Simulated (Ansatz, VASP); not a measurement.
Na: VASP beside Ansatz

```
CELL_PARAMETERS angstrom
-3.19934 3.19934 1.72966
3.19934 -3.19934 1.72966
3.19934 3.19934 -1.72966
ATOMIC_POSITIONS crystal
Na 0.62500 0.87500 0.75000
Na 0.37500 0.12500 0.25000
```

Change from the starting cell: volume scaled by 0.92, LAPW.

Alike in both runs: task single point; functional PBE; k mesh 12 × 12 × 12; occupations fermi-dirac, width 0.08 eV; no spin polarisation.

|  | VASP | Ansatz |
| --- | --- | --- |
| version | VASP 6.6.1 | Ansatz 0.2.0 |
| potentials or method | VASP PAW PBE potentials, release 64 (Na_pv), cutoff 520 eV | all-electron LAPW, scalar-relativistic |

Ansatz gave:

* pressure (GPa): 0.7

**Question.** Estimate VASP's values.

**Answer.** Pressure (GPa): 0.6.

Ansatz ran all-electron here, and VASP with PAW potentials.
